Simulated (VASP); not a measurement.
Write the native input for VASP 6.6.1 that does the following.

* Task: single point
* Functional: PBE
* Potentials or basis: VASP PAW PBE potentials, release 64 (Al, Ru_pv)
* Cutoff: 520 eV
* k mesh: 20 × 20 × 20
* Occupations: gaussian, width 0.15 eV
* Spin: no spin polarisation
* Dipole correction: no
* Further INCAR settings: ALGO = Fast; EDIFF = 1e-06; NBANDS = 16

The structure of AlRu lies in POSCAR:

```
AlRu
1.0
    3.0040847246      0.0000000000      0.0000000000
    0.0000000000      3.0491459955      0.0000000000
    0.0000000000      0.0000000000      3.0040847246
Al Ru
1 1
Direct
    0.0000000000      0.0000000000      0.0000000000
    0.5000000000      0.5000000000      0.5000000000
```

This cell differs from its parent crystal: strain +0.0150 x Voigt [0, 1, 0, 0, 0, 0].

These files were run (other wordings do the same):

INCAR

```
SYSTEM = AlRu
ALGO = Fast ; EDIFF = 1E-6
ENCUT = 520 ; GGA = PE
ISIF = 2 ; ISMEAR = 0
LASPH = .TRUE. ; LCHARG = .TRUE.
LELF = .TRUE. ; LREAL = .FALSE.
LVHAR = .TRUE. ; LWAVE = .FALSE.
NBANDS = 16 ; NELM = 60
PREC = Accurate ; SIGMA = 0.15
```

KPOINTS

```
k-points
0
G
  20 20 20
  0 0 0
```

Potentials or basis: VASP PAW PBE potentials, release 64 (Al, Ru_pv).

The run is started by

```sh
$ cat potpaw_PBE.64/Al/POTCAR potpaw_PBE.64/Ru_pv/POTCAR > POTCAR
$ mpirun -np 1 vasp_std > vasp.out
```

Results of the run:

```yaml
Pressure: -3.0 GPa
Band_gap_on_the_k_mesh: zero (an odd number of electrons rules out a gap without spin polarisation)
```

Caveat: the cell differs from its parent crystal (strain +0.0150 x Voigt [0, 1, 0, 0, 0, 0]).

It took 66 s on 1 thread of Intel(R) Xeon(R) 6975P-C (Granite Rapids) (shared host), peak memory 0.39 GiB.
